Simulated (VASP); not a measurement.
Write the native input for VASP 6.6.1 that does the following.

- Task: single point
- Functional: LDA
- Potentials or basis: VASP PAW LDA potentials, release 64 (C)
- Cutoff: 520 eV
- k mesh: 16 × 16 × 16
- Occupations: gaussian, width 0.03 eV
- Spin: no spin polarisation
- Dipole correction: no
- Further INCAR settings: ALGO = Normal; EDIFF = 1e-06; NBANDS = 11

The structure of C lies in POSCAR:

```
C
1.0
    0.0000000000      2.1484005097      3.3093529460
    1.2411264372      0.0000000000      3.3093529460
    1.2411264372      2.1484005097      0.0000000000
C
2
Direct
    0.1667065656      0.8332934344      0.1667065656
    0.8332934344      0.1667065656      0.8332934344
```

This cell differs from its parent crystal: strain +0.015 along x and y, -0.015 along z.

One way to write it, as run:

INCAR

```
PREC     = Accurate       # precision mode
ENCUT    = 520            # plane-wave cutoff, eV
EDIFF    = 1E-6           # SCF threshold, eV
ISMEAR   = 0              # smearing method
SIGMA    = 0.03           # smearing width, eV
LREAL    = False          # projectors in reciprocal space
LASPH    = True           # aspherical terms in the spheres
NELM     = 60             # most SCF steps
ALGO     = Normal         # electronic algorithm
ISIF     = 2              # what is computed and relaxed
LWAVE    = False          # write WAVECAR
LCHARG   = True           # write CHGCAR
GGA      = CA             # functional
LELF     = True           # ELF
LVHAR    = True         
NBANDS   = 11             # bands
```

KPOINTS

```
regular mesh
0
Gamma
  16 16 16
```

Potentials or basis: VASP PAW LDA potentials, release 64 (C).

Run with:

```sh
$ cat potpaw_LDA.64/C/POTCAR > POTCAR
$ mpirun -np 1 vasp_std > vasp.out
```

Results of the run:

The pressure is -11.3 GPa and the largest force is 0.028 eV/Å.

Caveat: the cell differs from its parent crystal (strain +0.015 along x and y, -0.015 along z); the cell stands under tension.

Run time: 50 s on 1 thread of Intel(R) Xeon(R) 6975P-C (Granite Rapids), on a shared host, peak memory 0.2 GiB.
